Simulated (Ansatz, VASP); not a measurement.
## AgBr in VASP and in Ansatz

```
CELL_PARAMETERS angstrom
0.00000 2.83368 2.83368
2.83368 0.00000 2.83368
2.83368 2.83368 0.00000
ATOMIC_POSITIONS crystal
Ag 0.00000 0.00000 0.00000
Br 0.50000 0.50000 0.50000
```

Alike in both runs: task single point; functional r2SCAN; k mesh 6 × 6 × 6; no spin polarisation.

|  | VASP | Ansatz |
| --- | --- | --- |
| version | VASP 6.6.1 | Ansatz 0.2.0 |
| potentials or method | VASP PAW PBE potentials, release 64 (Ag, Br) | plane waves, PAW |
| plane-wave cutoff (eV) | 550 | 500 |
| occupations | gaussian, width 0.01 eV | fixed |
| valence electrons in the cell | 18 | 26 |

```csv
,VASP,Ansatz,Ansatz less VASP
gap on the k mesh at the Fermi level (eV),1.25,1.30,+0.048
pressure (GPa),3.3,3.3,+0.03
```

VASP's potentials were made for PBE, not for r2SCAN. VASP's potentials hold 18 valence electrons a cell and Ansatz's 26, so a difference there can come from the potentials and not from the codes.
